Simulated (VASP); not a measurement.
Write the native input for VASP 6.6.1 that does the following.

- Task: single point
- Functional: PBE
- Dispersion: D3(BJ)
- Potentials or basis: VASP PAW PBE potentials, release 64 (Si)
- Cutoff: 520 eV
- k mesh: 28 × 28 × 28
- Occupations: gaussian, width 0.15 eV
- Spin: no spin polarisation
- Dipole correction: no
- Further INCAR settings: ALGO = Normal; EDIFF = 1e-06; NBANDS = 8

The structure of Si lies in POSCAR:

```
Si
1.0
    0.0000000000      1.9955464649      1.8530074317
    1.9955464649      0.0000000000      1.8530074317
    1.9955464649      1.9955464649      0.0000000000
Si
1
Direct
    0.0000000000      0.0000000000      0.0000000000
```

This cell differs from its parent crystal: strain +0.050 along x and y, -0.025 along z.

The input as run:

INCAR

```
SYSTEM = Si
  PREC = Accurate
  ENCUT = 520
  EDIFF = 1E-6
  ISMEAR = 0
  SIGMA = 0.15
  LREAL = .FALSE.
  LASPH = .TRUE.
  NELM = 100
  ALGO = Normal
  ISIF = 2
  LWAVE = .FALSE.
  LCHARG = .FALSE.
  GGA = PE
  IVDW = 12
  NBANDS = 8
```

KPOINTS

```
regular mesh
0
G
  28 28 28
  0 0 0
```

Potentials or basis: VASP PAW PBE potentials, release 64 (Si).

Launch:

```bash
$ cat potpaw_PBE.64/Si/POTCAR > POTCAR
$ mpirun -np 1 vasp_std > vasp.out
```

It gave:

```json
{"Pressure": "-6.3 GPa", "Band gap on the k mesh": "zero (band 2 reaches 20.72 eV, above the bottom of band 3 at 6.60 eV)", "Dispersion energy per atom": "-0.420 eV"}
```

Caveat: the cell differs from its parent crystal (strain +0.050 along x and y, -0.025 along z); pairwise dispersion overbinds metals, which lowers pressure and volume.

Wall time 78 s on 1 thread of Intel(R) Xeon(R) Platinum 8488C (Sapphire Rapids) (shared host), peak memory 0.27 GiB.
